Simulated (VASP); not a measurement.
Rh:

```
CELL_PARAMETERS angstrom
0.00000 1.89785 1.89785
1.89785 0.00000 1.89785
1.89785 1.89785 0.00000
ATOMIC_POSITIONS crystal
Rh 0.00000 0.00000 0.00000
```

* Program: VASP 6.6.1
* Task: relaxation of cell and atoms
* Functional: PBE
* Potentials or basis: VASP PAW PBE potentials, release 64 (Rh_pv)
* Cutoff: 500 eV
* k mesh: 20 × 20 × 20
* Occupations: fermi-dirac, width 0.1 eV
* Spin: no spin polarisation

At the start: pressure 7.9 GPa; volume 13.67 Å³/atom.

Question: How do energy, volume and symmetry change on relaxing?

Answer: Over 4 steps the energy falls by 9.6 meV/atom and the volume is 14.07 Å³/atom (+2.9 %); space group Fm-3m (No. 225, to 0.1 Å) before and after.

The path:
```csv
step,energy change (eV),largest force (eV/Å),pressure (GPa),volume (Å³)
1,0.0000,0.0000,7.92,13.67
2,0.0375,0.0000,-14.37,15.05
3,-0.0096,0.0000,-0.17,14.08
4,-0.0096,0.0000,-0.01,14.07
```

Final structure:
```
Rh
1.0
     0.00000    1.91625    1.91625
     1.91625    0.00000    1.91625
     1.91625    1.91625    0.00000
Rh
1
Direct
  0.00000 0.00000 0.00000
```
